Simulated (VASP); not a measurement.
Runs of VASP 6.6.1 on PtS2. The structure is that of space group R-3m (No. 166), or close to it. The cells are those of the table. 

```csv
task,cell,k mesh,cutoff (eV),smearing,gap on the mesh (eV),pressure (GPa),largest force (eV/Å)
relaxation of cell and atoms,"relaxed from a = 5.845 Å, angles 33.7°, 3 atoms",6 × 6 × 6,600,gaussian 0.1 eV,1.14,-0.2,-
single point,"a = 5.715 Å, angles 36.1°, 3 atoms",10 × 10 × 10,520,gaussian 0.01 eV,0.94,-0.4,0.04
single point,"a = 5.845 Å, angles 33.7°, 3 atoms",6 × 6 × 6,520,gaussian 0.1 eV,(a),(c),0.93
single point,"a = 5.738 Å, angles 36.0°, 3 atoms",6 × 6 × 6,520,gaussian 0.1 eV,1.16,(b),0.04
```

Alike in all rows: level PBE+D3(BJ); potentials or basis VASP PAW PBE potentials, release 64 (Pt, S); no spin polarisation.

Task: Estimate the missing entries.

Result: (a) 0.77; (b) -0.5; (c) 1.2.

Caveats: spin-orbit coupling is left out, which moves the levels of the heavy elements.

A k mesh can miss the band edges, and the runs leave out spin-orbit coupling on Pt.
